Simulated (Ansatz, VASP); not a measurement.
# One calculation of BN, two programs

INCAR

```
SYSTEM = BN
PREC     = Accurate       ! precision mode
ENCUT    = 600            ! plane-wave cutoff, eV
EDIFF    = 1E-6           ! SCF threshold, eV
ISMEAR   = 0              ! smearing method
SIGMA    = 0.02           ! smearing width, eV
LREAL    = .False.        ! projectors in reciprocal space
LASPH    = .True.         ! aspherical terms in the spheres
NELM     = 120            ! most SCF steps
ALGO     = Normal         ! electronic algorithm
ISIF     = 2              ! what is computed and relaxed
LWAVE    = .False.        ! write WAVECAR
LCHARG   = .False.        ! write CHGCAR
GGA      = PS             ! functional
NBANDS   = 16             ! bands
GGA_COMPAT= .False.
```

Contents of KPOINTS:

```
Automatic mesh
0
Gamma
  6 6 4
  0 0 0
```

Contents of POSCAR:

```
BN
1.0
    2.5405666219      0.0000000000      0.0000000000
   -1.2702833110      2.2001952346      0.0000000000
    0.0000000000      0.0000000000      4.2026461122
B N
2 2
Direct
    0.3333333333      0.6666666667     -0.0002367517
    0.6666666667      0.3333333333      0.4997632483
    0.3333333333      0.6666666667      0.3742367517
    0.6666666667      0.3333333333      0.8742367517
```

Input for Ansatz:

```yaml
crystal:
  lattice:
    - [2.5405666219, 0.0, 0.0]
    - [-1.270283311, 2.2001952346, 0.0]
    - [0.0, 0.0, 4.2026461122]
  atoms:
    - { symbol: B, position: [0.3333333333, 0.6666666667, -0.0002367517] }
    - { symbol: B, position: [0.6666666667, 0.3333333333, 0.4997632483] }
    - { symbol: "N", position: [0.3333333333, 0.6666666667, 0.3742367517] }
    - { symbol: "N", position: [0.6666666667, 0.3333333333, 0.8742367517] }
basis:
  ecutwfc: 420
kpoints:
  mp_grid: { grid: [6, 6, 4] }
hamiltonian:
  xc: pbesol
  pseudopotentials: { kind: paw, azcp: { folder: soft_1 } }
scf:
  occupations: { method: gaussian, width: 0.02 }
output:
  forces: true
  stress: true
  eigenvalues: true
```

Alike in both runs: task single point; functional PBEsol; k mesh 6 × 6 × 4; occupations gaussian, width 0.02 eV; no spin polarisation.

```csv
,VASP,Ansatz
version,VASP 6.6.1,Ansatz 0.2.0
potentials or method,"VASP PAW PBE potentials, release 64 (B, N), cutoff 600 eV","scalar-relativistic, plane waves, PAW"
valence electrons in the cell,16,16
```

Ansatz gave:

| Quantity | Value |
| --- | --- |
| gap on the k mesh at the Fermi level (eV) | 4.96 |
| least direct gap on the mesh (eV) | 8.23 |
| pressure (GPa) | 0.0 |
| traceless stress, the component that is largest in VASP (GPa) | -0.07 |

Problem. Which values does VASP return?

Solution. gap on the k mesh at the Fermi level (eV): 4.94; least direct gap on the mesh (eV): 8.23; pressure (GPa): 0.5; traceless stress, the component that is largest in VASP (GPa): -0.13.

VASP's potentials were made for PBE, not for PBEsol, and Ansatz warns of the same on its side. The functional is the same, so the differences come from potentials, cutoffs and numerics.

The k mesh is coarse, so the values compare programs but aren't converged.
